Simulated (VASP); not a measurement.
# HfN (Imm2) in VASP: further runs

Runs on HfN. Level: PBEsol. Tasks: single point.

All numbers are computed with VASP 6.6.1; they aren't measurements. Logs are shortened: lines on timing, memory, paths and dates and some standing lists are left out, and cuts for length are marked.

### Step 1. The cell of the first run

Symmetry: Imm2, No. 44, orthorhombic system. Conventional cell: a = 3.183 Å, b = 4.502 Å, c = 3.183 Å, α = 90.00°, β = 90.00°, γ = 90.00°. Within 2.5 Å of Hf (site symmetry mm2) lie 4 N at 1.88 to 2.33 Å. Within 2.5 Å of N (site symmetry mm2) lie 4 Hf at 1.88 to 2.33 Å.

### Step 2. Single point, PBEsol (atom 2 (N) moved by (-0.600, +0.000) A along [1 1 0] and z)

The input, INCAR:

```
SYSTEM = HfN
PREC = Accurate
ENCUT = 600
EDIFF = 1E-6
ISMEAR = 0
SIGMA = 0.15
LREAL = .False.
LASPH = .True.
NELM = 120
ALGO = Normal
ISIF = 2
LWAVE = .False.
LCHARG = .False.
GGA = PS
NBANDS = 14
GGA_COMPAT = .False.
```

The input, KPOINTS:

```
Automatic mesh
0
Gamma
  22 22 22
  0 0 0
```

The input, POSCAR:

```
HfN
1.0
    0.0000000000      2.2507757579      2.2507757579
    2.2507757579      0.0000000000      2.2507757579
    2.2507757579      2.2507757579      0.0000000000
Hf N
1 1
Direct
    0.0000000000      0.0000000000      0.0000000000
    0.5000000000      0.5000000000      0.3115031819
```

Potentials or basis: VASP PAW PBE potentials, release 64 (Hf_pv, N).

Command:

```
> cat potpaw_PBE.64/Hf_pv/POTCAR potpaw_PBE.64/N/POTCAR > POTCAR
> mpirun -np 1 vasp_std > vasp.out
```

OUTCAR:

```text
SYSTEM = HfN
   PREC = Accurate
   ENCUT = 600
   EDIFF = 1E-6
   ISMEAR = 0
   LREAL = .False.
   LASPH = .True.
   NELM = 120
   ISIF = 2
   GGA = PS

 ion  position               nearest neighbor table
   1  0.000  0.000  0.000-   2 1.88   2 1.88   2 2.33   2 2.33   2 2.71   2 2.71
   2  0.500  0.500  0.312-   1 1.88   1 1.88   1 2.33   1 2.33   1 2.71   1 2.71

  LATTYP: Found a face centered cubic cell.
 ALAT       =     4.5015515158

  Lattice vectors:

 A1 = (   0.0000000000,   2.2507757579,   2.2507757579)
 A2 = (   2.2507757579,   0.0000000000,   2.2507757579)
 A3 = (   2.2507757579,   2.2507757579,   0.0000000000)

Analysis of symmetry for initial positions (statically):
=====================================================================
 Subroutine PRICEL returns:
 Original cell was already a primitive cell.

 Routine SETGRP: Setting up the symmetry group for a
 face centered cubic supercell.

 Subroutine GETGRP returns: Found  4 space group operations
 (whereof  4 operations were pure point group operations)
 out of a pool of 48 trial point group operations.

The static configuration has the point symmetry C_2v.

Analysis of symmetry for dynamics (positions and initial velocities):
=====================================================================
 Subroutine PRICEL returns:
 Original cell was already a primitive cell.

 Routine SETGRP: Setting up the symmetry group for a
 face centered cubic supercell.

 Subroutine GETGRP returns: Found  4 space group operations
 (whereof  4 operations were pure point group operations)
 out of a pool of 48 trial point group operations.

The dynamic configuration has the point symmetry C_2v.

 Subroutine INISYM returns: Found  4 space group operations
 (whereof  4 operations are pure point group operations),
 and found     1 'primitive' translations

----------------------------------------------------------------------------------------

                                     Primitive cell

  volume of cell :      22.8048

  direct lattice vectors                    reciprocal lattice vectors
     0.000000000  2.250775758  2.250775758    -0.222145631  0.222145631  0.222145631
     2.250775758  0.000000000  2.250775758     0.222145631 -0.222145631  0.222145631
     2.250775758  2.250775758  0.000000000     0.222145631  0.222145631 -0.222145631

  length of vectors
     3.183077603  3.183077603  3.183077603     0.384767519  0.384767519  0.384767519

  position of ions in fractional coordinates (direct lattice)
[... 85 lines left out ...]
   ISIF   =      2    stress and relaxation
   ISYM   =      2    0-nonsym 1-usesym 2-fastsym
   POTIM  = 0.5000    time-step for ionic-motion
   TEBEG  =    0.0;   TEEND  =   0.0 temperature during run
   PSTRESS=    0.0 pullay stress
   NELECT =      15.0000    total number of electrons
   NUPDOWN=      -1.0000    fix difference up-down
   EMIN   =  10.00;   EMAX   =-10.00  energy-range for DOS
   EFERMI =   0.00;   METHOD = LEGACY
   ISMEAR =     0;   SIGMA  =   0.15  broadening in eV -4-tet -1-fermi 0-gaus
   EFERMI_NEDOS =   21; number of points for ismear=-14 and -15
   IALGO  =     38    algorithm
   IMIX   =      4    mixing-type and parameters
     AMIX     =   0.40;   BMIX     =  1.00
     AMIX_MAG =   1.60;   BMIX_MAG =  1.00
  volume/ion in A,a.u.               =      11.40        76.95
  Fermi-wavevector in a.u.,A,eV,Ry     =   1.423737  2.690472 27.579367  2.027026
  Thomas-Fermi vector in A             =   2.544302
   LORBIT       =      0    0 simple, 1 ext, 2 COOP (PROOUT), +10 PAW based schemes
   GGA     = PS    functional components
   LHFCALC =     F    Hartree Fock is set to
   AEXX    =    0.0000 exact exchange contribution
   IVDW    =     0    specifies the selected vdW correction
   LEPSILON=     F    determine dielectric tensor
   LRPA    =     F    only Hartree local field effects (RPA)
 non-spin polarized calculation
 Gauss-broadening in eV      SIGMA  =   0.15
  energy-cutoff  :      600.00
  volume of cell :       22.80
 maximum number of plane-waves:       778
 NGX is ok and might be reduce to    28
   NGX = 13   NGY = 13   NGZ = 13

 number of electron      15.0000002 magnetization

 Free energy of the ion-electron system (eV)
  ---------------------------------------------------
  ext. energy  EPLUGINS =         0.00000000
  ---------------------------------------------------
  free energy    TOTEN  =       -20.88931580 eV

  energy without entropy =      -20.88087521  energy(sigma->0) =      -20.88509551

 E-fermi :   8.1876     XC(G=0): -12.8189

 val. band max:        8.1872409455   @ k =   0.1818   0.0455   0.4091
 cond. band min:       8.1881333143   @ k =   0.0909  -0.3636  -0.2273
 fundamental gap:      0.0008923688
 Fermi energy:         8.1875602643

 k-point     1 :       0.0000    0.0000    0.0000
  band No.  band energies     occupation
      1     -22.6130      2.00000
      2     -22.5735      2.00000
      3     -22.3134      2.00000
      4      -9.2627      2.00000
      5       2.4132      2.00000
      6       3.1906      2.00000
      7       3.3091      2.00000
      8       7.8814      1.99610
      9       9.2256      0.00000
     10       9.8423      0.00000
     11      10.8805      0.00000
     12      13.8503      0.00000
     13      14.1769      0.00000
     14      17.4421      0.00000
[... 377 lines left out ...]
      1     -22.6201      2.00000
      2     -22.5830      2.00000
      3     -22.3345      2.00000
      4      -9.2072      2.00000
      5       2.2523      2.00000
      6       3.2600      2.00000
      7       3.3061      2.00000
      8       7.9630      1.96577
      9       9.2373      0.00000
     10       9.6460      0.00000
     11      10.9352      0.00000
     12      14.1442      0.00000
     13      14.2365      0.00000
     14      17.7001      0.00000

 [... further k-points ...]
[... 5 lines left out ...]
  --------------------------------------------------------------------------------------
  -------------------------------------------------------------------------------------
  Total        9.1911541      9.1911541      0.3838317     -3.3564719      0.0000000      0.0000000
  in kB      645.7344366    645.7344366     26.9665078   -235.8125483      0.0000000      0.0000000
  external PRESSURE =     439.4784604 kB  Pullay stress =       0.0000000 kB

 VOLUME and BASIS-vectors are now :
 -----------------------------------------------------------------------------
  energy-cutoff  :      600.00
  volume of cell :       22.80
      direct lattice vectors                 reciprocal lattice vectors
     0.000000000  2.250775758  2.250775758    -0.222145631  0.222145631  0.222145631
     2.250775758  0.000000000  2.250775758     0.222145631 -0.222145631  0.222145631
     2.250775758  2.250775758  0.000000000     0.222145631  0.222145631 -0.222145631

 POSITION                                       TOTAL-FORCE (eV/Angst)
 -----------------------------------------------------------------------------------
      0.00000      0.00000      0.00000        -5.017881     -5.017881      0.000000
      1.82651      1.82651      2.25078         5.017881      5.017881      0.000000
 -----------------------------------------------------------------------------------
    total drift:                               -0.000243     -0.000243      0.000000

  FREE ENERGIE OF THE ION-ELECTRON SYSTEM (eV)
  ---------------------------------------------------
  free  energy   TOTEN  =       -20.8893157964 eV

  energy  without entropy=      -20.8808752148  energy(sigma->0) =      -20.88509551
```

OSZICAR:

```text
N       E                     dE             d eps       ncg     rms          rms(c)
DAV:   1     0.465413575259E+02    0.46541E+02   -0.85351E+03 42880   0.113E+03
DAV:   2    -0.216399097765E+02   -0.68181E+02   -0.63564E+02 55204   0.265E+02
DAV:   3    -0.239196431662E+02   -0.22797E+01   -0.22665E+01 51678   0.414E+01
DAV:   4    -0.239285540993E+02   -0.89109E-02   -0.89086E-02 50954   0.291E+00
DAV:   5    -0.239286189489E+02   -0.64850E-04   -0.64847E-04 52044   0.217E-01    0.712E+01
DAV:   6    -0.209850027851E+02    0.29436E+01   -0.85902E+00 52170   0.250E+01    0.477E+01
DAV:   7    -0.209131367881E+02    0.71866E-01   -0.59252E-01 50682   0.682E+00    0.246E+01
DAV:   8    -0.208924182019E+02    0.20719E-01   -0.56460E-02 54138   0.224E+00    0.385E+00
DAV:   9    -0.208895274793E+02    0.28907E-02   -0.96032E-03 48558   0.789E-01    0.173E+00
DAV:  10    -0.208893258953E+02    0.20158E-03   -0.97150E-04 54720   0.305E-01    0.493E-02
DAV:  11    -0.208893163109E+02    0.95844E-05   -0.99245E-05 50076   0.999E-02    0.170E-01
DAV:  12    -0.208893157964E+02    0.51455E-06   -0.51646E-06 53802   0.221E-02
   1 F= -.20889316E+02 E0= -.20885096E+02  d E =-.844058E-02
```

stdout:

```text
POSCAR found type information on POSCAR HfN
 POSCAR found :  2 types and       2 ions
 scaLAPACK will be used
 -----------------------------------------------------------------------------
|                                                                             |
|                                                                             |
|     You enforced a specific xc type in the INCAR file but a different       |
|     I HOPE YOU KNOW WHAT YOU ARE DOING!                                     |
|                                                                             |
 -----------------------------------------------------------------------------

 LDA part: xc-table for (Slater+PW92), standard interpolation
 POSCAR, INCAR and KPOINTS ok, starting setup
 FFT: planning ... GRIDC
 FFT: planning ... GRID_SOFT
 FFT: planning ... GRID
 WAVECAR not read
 entering main loop
```

Wall time 5 min (1 thread of Intel Xeon Platinum 8488C (Sapphire Rapids), shared host); peak memory 0.7 GiB.

Results:

| Property | Result |
| --- | --- |
| Free energy | -20.8893 eV |
| Pressure | 43.9 GPa |
| Largest force | 7.096 eV/Å |
| Band gap on the k mesh | zero (an odd number of electrons rules out a gap without spin polarisation) |

Forces on the atoms (eV/Å):
```
Hf  -5.018 -5.018  0.000
N    5.018  5.018  0.000
```

Stress tensor (GPa, compression positive):
```
 64.57 -23.58   0.00
-23.58  64.57   0.00
  0.00   0.00   2.70
```

Caveat: the cell differs from its parent crystal (atom 2 (N) moved by (-0.600, +0.000) A along [1 1 0] and z); the stress differs along the axes, from 3 to 65 GPa; the PAW data sets were made with another functional, which shifts forces and pressure a little; spin-orbit coupling is left out, which moves the levels of the heavy elements; an odd number of electrons without spin polarisation forces a metal; a magnetic or distorted state may lie lower.

(Part 1 of 2 ends here.)
